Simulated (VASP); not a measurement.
Crystal: WSe.

```xyz
2
Lattice="3.5107 0.0000 0.0000 0.0000 3.5107 0.0000 0.0000 0.0000 3.5107" Properties=species:S:1:pos:R:3 pbc="T T T"
W     0.0000    0.0000    0.0000
Se    1.7554    1.7554    1.7554
```

```yaml
Program: VASP 6.6.1
Task: relaxation of cell and atoms
Functional: r2SCAN
Potentials_or_basis: VASP PAW PBE potentials, release 64 (W_sv, Se)
Cutoff: 600 eV
k_mesh: 6 × 6 × 6
Occupations: gaussian, width 0.1 eV
Spin: collinear spin, ferrimagnetic start
Starting_moments: "[1.84, -0.19] μB"
```

At the start: pressure -25.4 GPa; volume 21.64 Å³/atom.

Problem. How do energy, volume and symmetry change on relaxing?

Solution. Over 7 steps the energy falls by 764.8 meV/atom and the volume is 15.39 Å³/atom (-28.9 %); space group Pm-3m (No. 221, to 0.05 Å); moment 0.00 μB per cell.

The path:
| step | energy change (eV) | largest force (eV/Å) | pressure (GPa) | volume (Å³) |
| --- | --- | --- | --- | --- |
| 1 | 0.0000 | 0.0000 | -25.45 | 43.27 |
| 2 | -0.4733 | 0.0000 | 72.00 | 25.12 |
| 3 | -1.5258 | 0.0000 | -2.92 | 31.19 |
| 4 | -1.5294 | 0.0000 | -0.77 | 30.88 |
| 5 | -1.5294 | 0.0000 | 0.83 | 30.66 |
| 6 | -1.5286 | 0.0000 | -1.52 | 30.99 |
| 7 | -1.5297 | 0.0000 | 0.01 | 30.77 |

Final structure:
```yaml
crystal:
  lattice:
    - [3.13368, 0.00000, 0.00000]
    - [0.00000, 3.13368, 0.00000]
    - [0.00000, 0.00000, 3.13368]
  atoms:
    - { symbol: W, position: [0.00000, 0.00000, 0.00000] }
    - { symbol: Se, position: [0.50000, 0.50000, 0.50000] }
```

Caveat: the volume moved by over 15 % at a fixed basis, so the end points are rough; the PAW data sets were made with another functional, which shifts forces and pressure a little.
